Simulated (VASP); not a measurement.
# C (Fd-3m) in VASP: a series of runs

The runs below take C through single point, with r2SCAN.

Everything below comes from runs of VASP 6.6.1. Logs are shortened: lines on timing, memory, paths and dates and some standing lists are left out, and cuts for length are marked.

## 1. The cell of the first run

Symmetry: Fd-3m, No. 227, cubic system. Conventional cell: a = 3.524 Å, b = 3.524 Å, c = 3.524 Å, α = 90.00°, β = 90.00°, γ = 90.00°. C (site symmetry -43m) has 4 C at 1.53 Å within 2.0 Å.

## 2. Single point, r2SCAN (volume changed by -3%)

Contents of POSCAR:

```
C
1.0
    0.0000000000      1.7621420721      1.7621420721
    1.7621420721      0.0000000000      1.7621420721
    1.7621420721      1.7621420721      0.0000000000
C
2
Direct
    0.0000000000      0.0000000000      0.0000000000
    0.2500000000      0.2500000000      0.2500000000
```

Contents of INCAR.step1:

```
PREC     = Accurate       # precision mode
ENCUT    = 660            # plane-wave cutoff, eV
ISMEAR   = 0              # smearing method
SIGMA    = 0.01           # smearing width, eV
LREAL    = False          # projectors in reciprocal space
LASPH    = True           # aspherical terms in the spheres
NELM     = 120            # most SCF steps
NBANDS   = 11             # bands
GGA      = PE             # functional
ALGO     = Normal         # electronic algorithm
EDIFF    = 1E-5           # SCF threshold, eV
LWAVE    = True           # write WAVECAR
LCHARG   = False          # write CHGCAR
GGA_COMPAT= False
```

Contents of INCAR.step2:

```
PREC     = Accurate       # precision mode
ENCUT    = 660            # plane-wave cutoff, eV
EDIFF    = 1E-6           # SCF threshold, eV
ISMEAR   = 0              # smearing method
SIGMA    = 0.01           # smearing width, eV
LREAL    = False          # projectors in reciprocal space
LASPH    = True           # aspherical terms in the spheres
NELM     = 120            # most SCF steps
ALGO     = Normal         # electronic algorithm
ISIF     = 2              # what is computed and relaxed
LWAVE    = False          # write WAVECAR
LCHARG   = False          # write CHGCAR
METAGGA  = R2SCAN         # meta-GGA
LMIXTAU  = True         
NBANDS   = 11             # bands
ISTART   = 1            
GGA_COMPAT= False
```

Contents of KPOINTS:

```
Automatic mesh
0
Gamma
  10 10 10
```

Potentials or basis: VASP PAW PBE potentials, release 64 (C).

The run is started by

```bash
$ cat potpaw_PBE.64/C/POTCAR > POTCAR
$ cp INCAR.step1 INCAR
$ mpirun -np 1 vasp_std > vasp.out
$ cp INCAR.step2 INCAR
$ mpirun -np 1 vasp_std > vasp.out
```

OUTCAR:

```text
PREC = Accurate
   ENCUT = 660
   EDIFF = 1E-6
   ISMEAR = 0
   LREAL = False
   LASPH = True
   NELM = 120
   ISIF = 2
   METAGGA = R2SCAN
   ISTART = 1

 ion  position               nearest neighbor table
   1  0.000  0.000  0.000-   2 1.53   2 1.53   2 1.53   2 1.53
   2  0.250  0.250  0.250-   1 1.53   1 1.53   1 1.53   1 1.53

  LATTYP: Found a face centered cubic cell.
 ALAT       =     3.5242841442

  Lattice vectors:

 A1 = (   0.0000000000,   1.7621420721,   1.7621420721)
 A2 = (   1.7621420721,   0.0000000000,   1.7621420721)
 A3 = (   1.7621420721,   1.7621420721,   0.0000000000)

Analysis of symmetry for initial positions (statically):
=====================================================================
 Subroutine PRICEL returns:
 Original cell was already a primitive cell.

 Routine SETGRP: Setting up the symmetry group for a
 face centered cubic supercell.

 Subroutine GETGRP returns: Found 48 space group operations
 (whereof 24 operations were pure point group operations)
 out of a pool of 48 trial point group operations.

The static configuration has the point symmetry T_d .
 The point group associated with its full space group is O_h .

Analysis of symmetry for dynamics (positions and initial velocities):
=====================================================================
 Subroutine PRICEL returns:
 Original cell was already a primitive cell.

 Routine SETGRP: Setting up the symmetry group for a
 face centered cubic supercell.

 Subroutine GETGRP returns: Found 48 space group operations
 (whereof 24 operations were pure point group operations)
 out of a pool of 48 trial point group operations.

The dynamic configuration has the point symmetry T_d .
 The point group associated with its full space group is O_h .

 Subroutine INISYM returns: Found 48 space group operations
 (whereof 24 operations are pure point group operations),
 and found     1 'primitive' translations

----------------------------------------------------------------------------------------

                                     Primitive cell

  volume of cell :      10.9434

  direct lattice vectors                    reciprocal lattice vectors
     0.000000000  1.762142072  1.762142072    -0.283745566  0.283745566  0.283745566
     1.762142072  0.000000000  1.762142072     0.283745566 -0.283745566  0.283745566
     1.762142072  1.762142072  0.000000000     0.283745566  0.283745566 -0.283745566

  length of vectors
     2.492045217  2.492045217  2.492045217     0.491461737  0.491461737  0.491461737

  position of ions in fractional coordinates (direct lattice)
     0.000000000  0.000000000  0.000000000
     0.250000000  0.250000000  0.250000000

  ion indices of the primitive-cell ions
   primitive index   ion index
                 1           1
                 2           2

----------------------------------------------------------------------------------------

 KPOINTS: Automatic mesh

Automatic generation of k-mesh.
 Grid dimensions read from file:
 generate k-points for:   10   10   10

 Generating k-lattice:

  Cartesian coordinates                     Fractional coordinates (reciprocal lattice)
    -0.028374557  0.028374557  0.028374557     0.100000000  0.000000000  0.000000000
     0.028374557 -0.028374557  0.028374557     0.000000000  0.100000000  0.000000000
     0.028374557  0.028374557 -0.028374557     0.000000000  0.000000000  0.100000000

  Length of vectors
     0.049146174  0.049146174  0.049146174

  Shift w.r.t. Gamma in fractional coordinates (k-lattice)
     0.000000000  0.000000000  0.000000000

 Subroutine IBZKPT returns following result:
 ===========================================

 Found     47 irreducible k-points:

 Following reciprocal coordinates:
            Coordinates               Weight
  0.000000  0.000000  0.000000      1.000000
  0.100000  0.000000  0.000000      8.000000
  0.200000  0.000000  0.000000      8.000000
  0.300000  0.000000  0.000000      8.000000
  0.400000  0.000000  0.000000      8.000000
  0.500000  0.000000  0.000000      4.000000
[... 16 lines left out ...]
  0.300000  0.300000  0.000000      6.000000
  0.400000  0.300000  0.000000     24.000000
 [... further k-points ...]
   k-points           NKPTS =     47   k-points in BZ     NKDIM =     47   number of bands    NBANDS=     11
   number of dos      NEDOS =    301   number of ions     NIONS =      2
   total plane-waves  NPLWV =  13824
   dimension x,y,z NGX =    24 NGY =   24 NGZ =   24
   dimension x,y,z NGXF=    48 NGYF=   48 NGZF=   48
   ions per type =               2
   NGX,Y,Z   is equivalent  to a cutoff of  16.01, 16.01, 16.01 a.u.
   NGXF,Y,Z  is equivalent  to a cutoff of  32.02, 32.02, 32.02 a.u.
 SYSTEM =  unknown system
   PREC   = accura    normal or accurate (medium, high low for compatibility)
   ISTART =      1    job   : 0-new  1-cont  2-samecut
   ICHARG =      0    charge: 1-file 2-atom 10-const
   ISPIN  =      1    spin polarized calculation?
   LNONCOLLINEAR =      F non collinear calculations
   LSORBIT =      F    spin-orbit coupling
   LASPH  =      T    aspherical Exc in radial PAW
   ENCUT  =  660.0 eV  48.51 Ry    6.96 a.u.   5.22  5.22  5.22*2*pi/ulx,y,z
   NELM   =    120;   NELMIN=  2; NELMDL=  0     # of ELM steps
   EDIFF  = 0.1E-05   stopping-criterion for ELM
   LREAL  =      F    real-space projection
   EDIFFG = 0.1E-04   stopping-criterion for IOM
   NSW    =      0    number of steps for IOM
   IBRION =     -1    ionic relax: 0-MD 1-quasi-New 2-CG
   NFREE  =      0    steps in history (QN), initial steepest desc. (CG)
   ISIF   =      2    stress and relaxation
   ISYM   =      2    0-nonsym 1-usesym 2-fastsym
   POTIM  = 0.5000    time-step for ionic-motion
   TEBEG  =    0.0;   TEEND  =   0.0 temperature during run
   PSTRESS=    0.0 pullay stress
   NELECT =       8.0000    total number of electrons
   NUPDOWN=      -1.0000    fix difference up-down
   EMIN   =  10.00;   EMAX   =-10.00  energy-range for DOS
   EFERMI =   0.00;   METHOD = LEGACY
   ISMEAR =     0;   SIGMA  =   0.01  broadening in eV -4-tet -1-fermi 0-gaus
   EFERMI_NEDOS =   21; number of points for ismear=-14 and -15
   IALGO  =     38    algorithm
   IMIX   =      4    mixing-type and parameters
     AMIX     =   0.40;   BMIX     =  1.00
     AMIX_MAG =   1.60;   BMIX_MAG =  1.00
  volume/ion in A,a.u.               =       5.47        36.92
  Fermi-wavevector in a.u.,A,eV,Ry     =   1.474757  2.786887 29.591437  2.174909
  Thomas-Fermi vector in A             =   2.589490
   LORBIT       =      0    0 simple, 1 ext, 2 COOP (PROOUT), +10 PAW based schemes
   METAGGA = R2SCAN    functional components
   LHFCALC =     F    Hartree Fock is set to
   AEXX    =    0.0000 exact exchange contribution
   IVDW    =     0    specifies the selected vdW correction
   LEPSILON=     F    determine dielectric tensor
   LRPA    =     F    only Hartree local field effects (RPA)
 non-spin polarized calculation
 Gauss-broadening in eV      SIGMA  =   0.01
  energy-cutoff  :      660.00
  volume of cell :       10.94
 maximum number of plane-waves:       444
 NGX is ok and might be reduce to    24
   NGX = 11   NGY = 11   NGZ = 11

 number of electron       8.0000000 magnetization

 Free energy of the ion-electron system (eV)
  ---------------------------------------------------
  ext. energy  EPLUGINS =         0.00000000
  ---------------------------------------------------
  free energy    TOTEN  =       -19.65202834 eV

  energy without entropy =      -19.65202834  energy(sigma->0) =      -19.65202834

 E-fermi :  10.3231     XC(G=0): -14.4550

 val. band max:       10.2384825035   @ k =   0.0000   0.0000   0.0000
 cond. band min:      14.6887284283   @ k =   0.4000   0.4000   0.0000
 fundamental gap:      4.4502459248
 Fermi energy:        10.3231080103

 k-point     1 :       0.0000    0.0000    0.0000
  band No.  band energies     occupation
      1     -12.9584      2.00000
      2      10.2385      2.00000
      3      10.2385      2.00000
      4      10.2385      2.00000
      5      16.1737      0.00000
      6      16.1737      0.00000
      7      16.1737      0.00000
      8      24.9272      0.00000
      9      31.1395      0.00000
     10      38.0313      0.00000
     11      38.0313      0.00000

 k-point     2 :       0.1000    0.0000    0.0000
  band No.  band energies     occupation
      1     -12.6623      2.00000
      2       8.3912      2.00000
      3       9.7422      2.00000
      4       9.7422      2.00000
      5      16.8254      0.00000
      6      16.8254      0.00000
      7      17.2475      0.00000
      8      25.1787      0.00000
      9      31.6225      0.00000
     10      35.4969      0.00000
     11      35.4969      0.00000

 k-point     3 :       0.2000    0.0000    0.0000
  band No.  band energies     occupation
      1     -11.7792      2.00000
      2       4.9046      2.00000
      3       8.7771      2.00000
      4       8.7771      2.00000
      5      18.0690      0.00000
      6      18.0690      0.00000
      7      18.6153      0.00000
      8      25.8660      0.00000
      9      32.4411      0.00000
     10      33.9097      0.00000
     11      33.9097      0.00000

 k-point     4 :       0.3000    0.0000    0.0000
  band No.  band energies     occupation
      1     -10.3312      2.00000
      2       1.2329      2.00000
      3       7.9116      2.00000
      4       7.9116      2.00000
      5      18.9504      0.00000
      6      18.9504      0.00000
      7      19.4012      0.00000
      8      26.6757      0.00000
      9      32.7909      0.00000
     10      34.2716      0.00000
     11      34.2716      0.00000
[... 239 lines left out ...]
 k-point    22 :      -0.2000    0.2000    0.0000
  band No.  band energies     occupation
      1      -9.8513      2.00000
      2       2.6327      2.00000
      3       3.6893      2.00000
      4       8.0549      2.00000
      5      19.3514      0.00000
      6      19.4769      0.00000
      7      21.6371      0.00000
      8      25.1344      0.00000
      9      31.3156      0.00000
     10      32.9811      0.00000
     11      36.1120      0.00000

 k-point    23 :       0.3000    0.3000    0.0000
  band No.  band energies     occupation
      1      -9.4558      2.00000
      2       3.6121      2.00000
      3       4.8815      2.00000
      4       4.8815      2.00000
      5      14.7521      0.00000
      6      19.5145      0.00000
      7      24.5085      0.00000
      8      24.5085      0.00000
      9      32.8801      0.00000
     10      35.0783      0.00000
     11      42.5553      0.00000

 k-point    24 :       0.4000    0.3000    0.0000
  band No.  band energies     occupation
      1      -8.0432      2.00000
      2       1.4663      2.00000
      3       3.7050      2.00000
      4       4.3704      2.00000
      5      15.3576      0.00000
      6      18.8135      0.00000
      7      25.5936      0.00000
      8      25.6744      0.00000
      9      33.9235      0.00000
     10      35.1256      0.00000
     11      42.8523      0.00000

 [... further k-points ...]
[... 5 lines left out ...]
  --------------------------------------------------------------------------------------
  -------------------------------------------------------------------------------------
  Total        1.0059333      1.0059333      1.0059333     -0.0000000      0.0000000      0.0000000
  in kB      147.2743143    147.2743143    147.2743143     -0.0000000      0.0000000      0.0000000
  external PRESSURE =     147.2743143 kB  Pullay stress =       0.0000000 kB

 VOLUME and BASIS-vectors are now :
 -----------------------------------------------------------------------------
  energy-cutoff  :      660.00
  volume of cell :       10.94
      direct lattice vectors                 reciprocal lattice vectors
     0.000000000  1.762142072  1.762142072    -0.283745566  0.283745566  0.283745566
     1.762142072  0.000000000  1.762142072     0.283745566 -0.283745566  0.283745566
     1.762142072  1.762142072  0.000000000     0.283745566  0.283745566 -0.283745566

 POSITION                                       TOTAL-FORCE (eV/Angst)
 -----------------------------------------------------------------------------------
      0.00000      0.00000      0.00000         0.000000      0.000000      0.000000
      0.88107      0.88107      0.88107        -0.000000     -0.000000     -0.000000
 -----------------------------------------------------------------------------------
    total drift:                               -0.000000      0.000000      0.000000

  FREE ENERGIE OF THE ION-ELECTRON SYSTEM (eV)
  ---------------------------------------------------
  free  energy   TOTEN  =       -19.6520283436 eV

  energy  without entropy=      -19.6520283436  energy(sigma->0) =      -19.65202834
```

Wall time 38 s (1 thread of Intel Xeon 8259CL, shared host); peak memory 0.14 GiB.

What came out:

```
Free energy            : -19.6520 eV
Pressure               : 14.7 GPa
Band gap on the k mesh : 4.45 eV, indirect (least direct gap 5.94 eV)
```

Caveat: the cell differs from its parent crystal (volume changed by -3%); the PAW data sets were made with another functional, which shifts forces and pressure a little. A k mesh can miss the band edges.

## 3. Single point, r2SCAN

This run uses another cell than the first one, of 5.64 Å³/atom, 1.031 times its volume.

Contents of POSCAR:

```
C
1.0
    0.0000000000      1.7801243556      1.7801243556
    1.7801243556      0.0000000000      1.7801243556
    1.7801243556      1.7801243556      0.0000000000
C
2
Direct
    0.0000000000      0.0000000000      0.0000000000
    0.2500000000      0.2500000000      0.2500000000
```

Contents of INCAR.step1:

```
PREC = Accurate
ENCUT = 660
ISMEAR = 0
SIGMA = 0.01
LREAL = F
LASPH = T
NELM = 120
NBANDS = 11
GGA = PE
ALGO = Normal
EDIFF = 1E-5
LWAVE = T
LCHARG = F
GGA_COMPAT = F
```

Contents of INCAR.step2:

```
PREC = Accurate
ENCUT = 660
EDIFF = 1E-6
ISMEAR = 0
SIGMA = 0.01
LREAL = F
LASPH = T
NELM = 120
ALGO = Normal
ISIF = 2
LWAVE = F
LCHARG = T
METAGGA = R2SCAN
LMIXTAU = T
LELF = T
LVHAR = T
NBANDS = 11
ISTART = 1
GGA_COMPAT = F
```

Contents of KPOINTS:

```
regular mesh
0
Gamma
  10 10 10
```

Potentials or basis: VASP PAW PBE potentials, release 64 (C).

The run is started by

```bash
$ cat potpaw_PBE.64/C/POTCAR > POTCAR
$ cp INCAR.step1 INCAR
$ mpirun -np 1 vasp_std > vasp.out
$ cp INCAR.step2 INCAR
$ mpirun -np 1 vasp_std > vasp.out
```

OUTCAR:

```text
PREC = Accurate
   ENCUT = 660
   EDIFF = 1E-6
   ISMEAR = 0
   LREAL = F
   LASPH = T
   NELM = 120
   ISIF = 2
   METAGGA = R2SCAN
   ISTART = 1

 ion  position               nearest neighbor table
   1  0.000  0.000  0.000-   2 1.54   2 1.54   2 1.54   2 1.54
   2  0.250  0.250  0.250-   1 1.54   1 1.54   1 1.54   1 1.54

  LATTYP: Found a face centered cubic cell.
 ALAT       =     3.5602487112

  Lattice vectors:

[... 515 lines left out ...]
      4       4.0906      2.00000
      5      14.8233      0.00000
      6      18.2377      0.00000
      7      24.7747      0.00000
      8      24.8244      0.00000
      9      32.8349      0.00000
     10      34.1641      0.00000
     11      41.9163      0.00000

 [... further k-points ...]
[... 5 lines left out ...]
  --------------------------------------------------------------------------------------
  -------------------------------------------------------------------------------------
  Total        0.0105257      0.0105257      0.0105257      0.0000000      0.0000000      0.0000000
  in kB        1.4947879      1.4947879      1.4947879      0.0000000      0.0000000      0.0000000
  external PRESSURE =       1.4947879 kB  Pullay stress =       0.0000000 kB

 VOLUME and BASIS-vectors are now :
 -----------------------------------------------------------------------------
  energy-cutoff  :      660.00
  volume of cell :       11.28
      direct lattice vectors                 reciprocal lattice vectors
     0.000000000  1.780124356  1.780124356    -0.280879253  0.280879253  0.280879253
     1.780124356  0.000000000  1.780124356     0.280879253 -0.280879253  0.280879253
     1.780124356  1.780124356  0.000000000     0.280879253  0.280879253 -0.280879253

 POSITION                                       TOTAL-FORCE (eV/Angst)
 -----------------------------------------------------------------------------------
      0.00000      0.00000      0.00000         0.000000     -0.000000      0.000000
      0.89006      0.89006      0.89006        -0.000000      0.000000     -0.000000
 -----------------------------------------------------------------------------------
    total drift:                               -0.000000      0.000000      0.000000

  FREE ENERGIE OF THE ION-ELECTRON SYSTEM (eV)
  ---------------------------------------------------
  free  energy   TOTEN  =       -19.6690880663 eV

  energy  without entropy=      -19.6690880663  energy(sigma->0) =      -19.66908807
```

Run time: 43 s. Hardware: 1 thread of Intel Xeon 8259CL, shared host; peak memory 0.14 GiB.

What came out:

```yaml
Free_energy: -19.6691 eV
Pressure: 0.1 GPa
Band_gap_on_the_k_mesh: 4.38 eV, indirect (least direct gap 5.85 eV)
```

Caveat: the PAW data sets were made with another functional, which shifts forces and pressure a little. r2SCAN opens gaps a little over a GGA but as a rule still falls short of measured ones.

(Continued in part 2 of 2.)
